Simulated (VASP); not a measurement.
A run of VASP 6.6.1 is set up as follows.

File POSCAR:

```
PbS
1.0
    0.0000000000      3.3009774971      3.3009774971
    3.3009774971      0.0000000000      3.3009774971
    3.3009774971      3.3009774971      0.0000000000
Pb S
1 1
Direct
    0.0000000000      0.0000000000      0.0000000000
    0.2500000000      0.2500000000      0.2500000000
```

Contents of INCAR.step1:

```
PREC     = Accurate       # precision mode
ENCUT    = 550            # plane-wave cutoff, eV
ISMEAR   = 0              # smearing method
SIGMA    = 0.001          # smearing width, eV
LREAL    = False          # projectors in reciprocal space
LASPH    = True           # aspherical terms in the spheres
NELM     = 120            # most SCF steps
NBANDS   = 17             # bands
GGA      = PE             # functional
ALGO     = Normal         # electronic algorithm
EDIFF    = 1E-5           # SCF threshold, eV
LWAVE    = True           # write WAVECAR
LCHARG   = False          # write CHGCAR
GGA_COMPAT= False
```

Contents of INCAR.step2:

```
PREC     = Accurate       # precision mode
ENCUT    = 550            # plane-wave cutoff, eV
EDIFF    = 1E-6           # SCF threshold, eV
ISMEAR   = 0              # smearing method
SIGMA    = 0.001          # smearing width, eV
LREAL    = False          # projectors in reciprocal space
LASPH    = True           # aspherical terms in the spheres
NELM     = 120            # most SCF steps
ALGO     = Normal         # electronic algorithm
ISIF     = 2              # what is computed and relaxed
LWAVE    = False          # write WAVECAR
LCHARG   = False          # write CHGCAR
METAGGA  = R2SCAN         # meta-GGA
LMIXTAU  = True         
NBANDS   = 17             # bands
ISTART   = 1            
GGA_COMPAT= False
```

KPOINTS

```
regular mesh
0
Gamma
  4 4 4
```

Potentials or basis: VASP PAW PBE potentials, release 64 (Pb_d, S).

Run with:

```bash
$ cat potpaw_PBE.64/Pb_d/POTCAR potpaw_PBE.64/S/POTCAR > POTCAR
$ cp INCAR.step1 INCAR
$ mpirun -np 1 vasp_std > vasp.out
$ cp INCAR.step2 INCAR
$ mpirun -np 1 vasp_std > vasp.out
```

Problem. Predict the pressure.

Solution. 0.0 GPa.

Problem. Predict the band gap on the k mesh.

Solution. 0.95 eV (least direct gap 1.45 eV).

Caveat: the PAW data sets were made with another functional, which shifts forces and pressure a little; spin-orbit coupling is left out, which moves the levels of the heavy elements. A k mesh can miss the band edges.
